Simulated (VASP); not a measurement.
# K (I4_1/amd) in VASP: notebook, part 2 of 3

VASP 6.6.1. The steps go on from the part before.

**3. Single point, PBE**

File INCAR:

```
PREC = Accurate ; ENCUT = 520
EDIFF = 1E-7 ; ISMEAR = 1
SIGMA = 0.052 ; LREAL = F
LASPH = T ; NELM = 100
ALGO = Normal ; ISIF = 2
LWAVE = F ; LCHARG = F
GGA = PE ; NBANDS = 16
```

File KPOINTS:

```
Automatic mesh
0
Gamma
  6 6 6
```

File POSCAR:

```
K
1.0
   -2.2081090471      2.2081090471      8.0458679461
    2.2081090471     -2.2081090471      8.0458679461
    2.2081090471      2.2081090471     -8.0458679461
K
2
Direct
    0.2500000000      0.7500000000      0.5000000000
    0.5000000000      0.5000000000      0.0000000000
```

Potentials or basis: VASP PAW PBE potentials, release 64 (K_sv).

On the command line:

```sh
$ cat potpaw_PBE.64/K_sv/POTCAR > POTCAR
$ mpirun -np 1 vasp_std > vasp.out
```

OUTCAR:

```text
PREC = Accurate
   ENCUT = 520
   EDIFF = 1E-7
   ISMEAR = 1
   LREAL = F
   LASPH = T
   NELM = 100
   ISIF = 2
   GGA = PE

 ion  position               nearest neighbor table
   1  0.250  0.750  0.500-
   2  0.500  0.500  0.000-

  LATTYP: Found a body centered tetragonal cell.
 ALAT       =     4.4162180942
 C/A-ratio  =     3.6437819757

  Lattice vectors:

 A1 = (  -2.2081090471,   2.2081090471,   8.0458679461)
 A2 = (   2.2081090471,  -2.2081090471,   8.0458679461)
 A3 = (   2.2081090471,   2.2081090471,  -8.0458679461)

Analysis of symmetry for initial positions (statically):
=====================================================================
 Subroutine PRICEL returns:
 Original cell was already a primitive cell.

 Routine SETGRP: Setting up the symmetry group for a
 body centered tetragonal supercell.

 Subroutine GETGRP returns: Found 16 space group operations
 (whereof  8 operations were pure point group operations)
 out of a pool of 16 trial point group operations.

The static configuration has the point symmetry D_2d.
 The point group associated with its full space group is D_4h.

Analysis of symmetry for dynamics (positions and initial velocities):
=====================================================================
 Subroutine PRICEL returns:
 Original cell was already a primitive cell.

 Routine SETGRP: Setting up the symmetry group for a
 body centered tetragonal supercell.

 Subroutine GETGRP returns: Found 16 space group operations
 (whereof  8 operations were pure point group operations)
 out of a pool of 16 trial point group operations.

The dynamic configuration has the point symmetry D_2d.
 The point group associated with its full space group is D_4h.

 Subroutine INISYM returns: Found 16 space group operations
 (whereof  8 operations are pure point group operations),
 and found     1 'primitive' translations

----------------------------------------------------------------------------------------

                                     Primitive cell

  volume of cell :     156.9184

  direct lattice vectors                    reciprocal lattice vectors
    -2.208109047  2.208109047  8.045867946     0.000000000  0.226438092  0.062143700
     2.208109047 -2.208109047  8.045867946     0.226438092  0.000000000  0.062143700
     2.208109047  2.208109047 -8.045867946     0.226438092  0.226438092  0.000000000

  length of vectors
     8.630613080  8.630613080  8.630613080     0.234810666  0.234810666  0.320231821

  position of ions in fractional coordinates (direct lattice)
     0.250000000  0.750000000  0.500000000
     0.500000000  0.500000000  0.000000000

  ion indices of the primitive-cell ions
   primitive index   ion index
                 1           1
                 2           2

----------------------------------------------------------------------------------------

 KPOINTS: Automatic mesh

Automatic generation of k-mesh.
 Grid dimensions read from file:
 generate k-points for:    6    6    6

 Generating k-lattice:

  Cartesian coordinates                     Fractional coordinates (reciprocal lattice)
     0.000000000  0.037739682  0.010357283     0.166666667  0.000000000  0.000000000
     0.037739682  0.000000000  0.010357283     0.000000000  0.166666667  0.000000000
     0.037739682  0.037739682  0.000000000     0.000000000  0.000000000  0.166666667

  Length of vectors
     0.039135111  0.039135111  0.053371970

  Shift w.r.t. Gamma in fractional coordinates (k-lattice)
     0.000000000  0.000000000  0.000000000

 Subroutine IBZKPT returns following result:
 ===========================================

 Found     30 irreducible k-points:

 Following reciprocal coordinates:
            Coordinates               Weight
  0.000000  0.000000  0.000000      1.000000
  0.166667  0.000000  0.000000      8.000000
  0.333333 -0.000000  0.000000      8.000000
  0.500000  0.000000 -0.000000      4.000000
  0.166667  0.166667  0.000000      8.000000
  0.333333  0.166667  0.000000     16.000000
[... 16 lines left out ...]
 -0.333333 -0.333333  0.166667      8.000000
 -0.166667 -0.333333  0.166667      8.000000
 [... further k-points ...]
   k-points           NKPTS =     30   k-points in BZ     NKDIM =     30   number of bands    NBANDS=     16
   number of dos      NEDOS =    301   number of ions     NIONS =      2
   total plane-waves  NPLWV = 262144
   dimension x,y,z NGX =    64 NGY =   64 NGZ =   64
   dimension x,y,z NGXF=   128 NGYF=  128 NGZF=  128
   ions per type =               2
   NGX,Y,Z   is equivalent  to a cutoff of  12.33, 12.33, 12.33 a.u.
   NGXF,Y,Z  is equivalent  to a cutoff of  24.66, 24.66, 24.66 a.u.
 SYSTEM =  unknown system
   PREC   = accura    normal or accurate (medium, high low for compatibility)
   ISTART =      0    job   : 0-new  1-cont  2-samecut
   ICHARG =      2    charge: 1-file 2-atom 10-const
   ISPIN  =      1    spin polarized calculation?
   LNONCOLLINEAR =      F non collinear calculations
   LSORBIT =      F    spin-orbit coupling
   LASPH  =      T    aspherical Exc in radial PAW
   ENCUT  =  520.0 eV  38.22 Ry    6.18 a.u.  16.05 16.05 16.05*2*pi/ulx,y,z
   NELM   =    100;   NELMIN=  2; NELMDL= -5     # of ELM steps
   EDIFF  = 0.1E-06   stopping-criterion for ELM
   LREAL  =      F    real-space projection
   EDIFFG = 0.1E-05   stopping-criterion for IOM
   NSW    =      0    number of steps for IOM
   IBRION =     -1    ionic relax: 0-MD 1-quasi-New 2-CG
   NFREE  =      0    steps in history (QN), initial steepest desc. (CG)
   ISIF   =      2    stress and relaxation
   ISYM   =      2    0-nonsym 1-usesym 2-fastsym
   POTIM  = 0.5000    time-step for ionic-motion
   TEBEG  =    0.0;   TEEND  =   0.0 temperature during run
   PSTRESS=    0.0 pullay stress
   NELECT =      18.0000    total number of electrons
   NUPDOWN=      -1.0000    fix difference up-down
   EMIN   =  10.00;   EMAX   =-10.00  energy-range for DOS
   EFERMI =   0.00;   METHOD = LEGACY
   ISMEAR =     1;   SIGMA  =   0.05  broadening in eV -4-tet -1-fermi 0-gaus
   EFERMI_NEDOS =   21; number of points for ismear=-14 and -15
   IALGO  =     38    algorithm
   IMIX   =      4    mixing-type and parameters
     AMIX     =   0.40;   BMIX     =  1.00
     AMIX_MAG =   1.60;   BMIX_MAG =  1.00
  volume/ion in A,a.u.               =      78.46       529.47
  Fermi-wavevector in a.u.,A,eV,Ry     =   0.795440  1.503165  8.608754  0.632726
  Thomas-Fermi vector in A             =   1.901769
   LORBIT       =      0    0 simple, 1 ext, 2 COOP (PROOUT), +10 PAW based schemes
   GGA     = PE    functional components
   LHFCALC =     F    Hartree Fock is set to
   AEXX    =    0.0000 exact exchange contribution
   IVDW    =     0    specifies the selected vdW correction
   LEPSILON=     F    determine dielectric tensor
   LRPA    =     F    only Hartree local field effects (RPA)
 non-spin polarized calculation
 Methfessel and Paxton  Order N= 1 SIGMA  =   0.05
  energy-cutoff  :      520.00
  volume of cell :      156.92
 maximum number of plane-waves:      4246
   NGX = 33   NGY = 33   NGZ = 33

 number of electron      18.0000000 magnetization

 Free energy of the ion-electron system (eV)
  ---------------------------------------------------
  ext. energy  EPLUGINS =         0.00000000
  ---------------------------------------------------
  free energy    TOTEN  =        -1.96152093 eV

  energy without entropy =       -1.96155217  energy(sigma->0) =       -1.96153134

 E-fermi :  -0.2298     XC(G=0):  -5.4907

 val. band max:       -0.2374295334   @ k =   0.5000   0.0000  -0.0000
 cond. band min:      -0.1743365542   @ k =   0.1667   0.1667   0.0000
 fundamental gap:      0.0630929792
 Fermi energy:        -0.2298489008

 k-point     1 :       0.0000    0.0000    0.0000
  band No.  band energies     occupation
      1     -32.5009      2.00000
      2     -32.4974      2.00000
      3     -16.0133      2.00000
      4     -15.9515      2.00000
      5     -15.9515      2.00000
      6     -15.9482      2.00000
[... 8 lines left out ...]
     15       4.6036      0.00000
     16       4.6085      0.00000
[... 419 lines left out ...]
 k-point    24 :      -0.1667   -0.3333    0.1667
  band No.  band energies     occupation
      1     -32.4996      2.00000
      2     -32.4973      2.00000
      3     -16.0010      2.00000
      4     -15.9715      2.00000
      5     -15.9620      2.00000
      6     -15.9544      2.00000
[... 8 lines left out ...]
     15       3.7959      0.00000
     16       4.4310      0.00000

 [... further k-points ...]

------------------------ aborting loop because EDIFF is reached ----------------------------------------

  FORCE on cell =-STRESS in cart. coord.  units (eV):
  Direction    XX          YY          ZZ          XY          YZ          ZX
  --------------------------------------------------------------------------------------
  -------------------------------------------------------------------------------------
  Total       -0.0368250     -0.0368250     -0.1072083      0.0000000      0.0000000     -0.0000000
  in kB       -0.3759928     -0.3759928     -1.0946245      0.0000000      0.0000000     -0.0000000
  external PRESSURE =      -0.6155367 kB  Pullay stress =       0.0000000 kB

 VOLUME and BASIS-vectors are now :
 -----------------------------------------------------------------------------
  energy-cutoff  :      520.00
  volume of cell :      156.92
      direct lattice vectors                 reciprocal lattice vectors
    -2.208109047  2.208109047  8.045867946     0.000000000  0.226438092  0.062143700
     2.208109047 -2.208109047  8.045867946     0.226438092  0.000000000  0.062143700
     2.208109047  2.208109047 -8.045867946     0.226438092  0.226438092  0.000000000

 POSITION                                       TOTAL-FORCE (eV/Angst)
 -----------------------------------------------------------------------------------
      2.20811      0.00000      4.02293         0.000000     -0.000000      0.000000
      0.00000      0.00000      8.04587        -0.000000      0.000000     -0.000000
 -----------------------------------------------------------------------------------
    total drift:                                0.000000     -0.000000      0.000000

  FREE ENERGIE OF THE ION-ELECTRON SYSTEM (eV)
  ---------------------------------------------------
  free  energy   TOTEN  =        -1.9615209284 eV

  energy  without entropy=       -1.9615521669  energy(sigma->0) =       -1.96153134
```

OSZICAR:

```text
N       E                     dE             d eps       ncg     rms          rms(c)
DAV:   1     0.111731888252E+03    0.11173E+03   -0.75876E+03   960   0.883E+02
DAV:   2     0.657092285818E+01   -0.10516E+03   -0.10297E+03  1176   0.255E+02
DAV:   3    -0.155067813282E+01   -0.81216E+01   -0.81057E+01  1784   0.514E+01
DAV:   4    -0.195625904198E+01   -0.40558E+00   -0.40540E+00  1392   0.855E+00
DAV:   5    -0.196217071042E+01   -0.59117E-02   -0.59112E-02  1600   0.894E-01    0.252E+00
DAV:   6    -0.196149780236E+01    0.67291E-03   -0.24135E-03  1368   0.332E-01    0.157E+00
DAV:   7    -0.196136051377E+01    0.13729E-03   -0.52355E-03  1328   0.427E-01    0.847E-02
DAV:   8    -0.196150445622E+01   -0.14394E-03   -0.70326E-04  1600   0.210E-01    0.317E-02
DAV:   9    -0.196152058203E+01   -0.16126E-04   -0.19463E-05  1328   0.300E-02    0.120E-02
DAV:  10    -0.196152112943E+01   -0.54740E-06   -0.72071E-06  1376   0.173E-02    0.205E-03
DAV:  11    -0.196152125147E+01   -0.12204E-06   -0.28070E-07  1120   0.327E-03    0.111E-03
DAV:  12    -0.196152086858E+01    0.38289E-06   -0.94209E-08  1120   0.202E-03    0.303E-04
DAV:  13    -0.196152092835E+01   -0.59779E-07   -0.66174E-09   920   0.841E-04
   1 F= -.19615209E+01 E0= -.19615313E+01  d E =0.312386E-04
```

stdout:

```text
POSCAR found type information on POSCAR K
 POSCAR found :  1 types and       2 ions
 scaLAPACK will be used
 LDA part: xc-table for (Slater+PW92), standard interpolation
 POSCAR, INCAR and KPOINTS ok, starting setup
 FFT: planning ... GRIDC
 FFT: planning ... GRID_SOFT
 FFT: planning ... GRID
 WAVECAR not read
 entering main loop
```

Run time: 2 min. Hardware: 1 thread of Intel Xeon Platinum 8488C (Sapphire Rapids), shared host; peak memory 0.55 GiB.

What came out:

* Free energy: -1.9615 eV
* Pressure: -0.1 GPa
* Band gap on the k mesh: zero (bands 9 and 10 overlap by 2.77 eV)

**4. Single point, PBE**

File INCAR:

```
ALGO = Fast ; EDIFF = 1E-6
ENCUT = 520 ; GGA = PE
ISIF = 2 ; ISMEAR = 0
LASPH = T ; LCHARG = T
LELF = T ; LREAL = F
LVHAR = T ; LWAVE = F
NBANDS = 16 ; NELM = 80
PREC = Accurate ; SIGMA = 0.1
```

File KPOINTS:

```
k-points
0
Gamma
  6 6 6
```

POSCAR is that of step 3.

On the command line:

```sh
$ cat potpaw_PBE.64/K_sv/POTCAR > POTCAR
$ mpirun -np 1 vasp_std > vasp.out
```

Run time: 2.7 min. Hardware: 1 thread of Intel Xeon Platinum 8488C (Sapphire Rapids), shared host; peak memory 0.55 GiB.

It converged, with:

```yaml
Free_energy: -1.9654 eV
Pressure: -0.1 GPa
Band_gap_on_the_k_mesh: zero (bands 9 and 10 overlap by 2.77 eV)
```

Levels at points of the mesh, in eV from the Fermi level:
```tsv
k point	band 6	band 7	band 8	band 9	band 10	band 11	band 12	band 13
(0.00, 0.00, 0.00)	-15.74	-15.74	-15.73	-2.10	0.20	0.38	3.12	3.12
(0.50, 0.00, 0.00)	-15.74	-15.74	-15.73	-0.02	0.15	0.95	1.19	2.45
(0.50, 0.50, 0.00)	-15.79	-15.75	-15.75	1.32	1.32	1.94	1.94	2.49
(0.50, 0.50, 0.50)	-15.74	-15.73	-15.73	-1.45	-1.45	2.37	2.37	3.24
```

(Continued in part 3 of 3.)
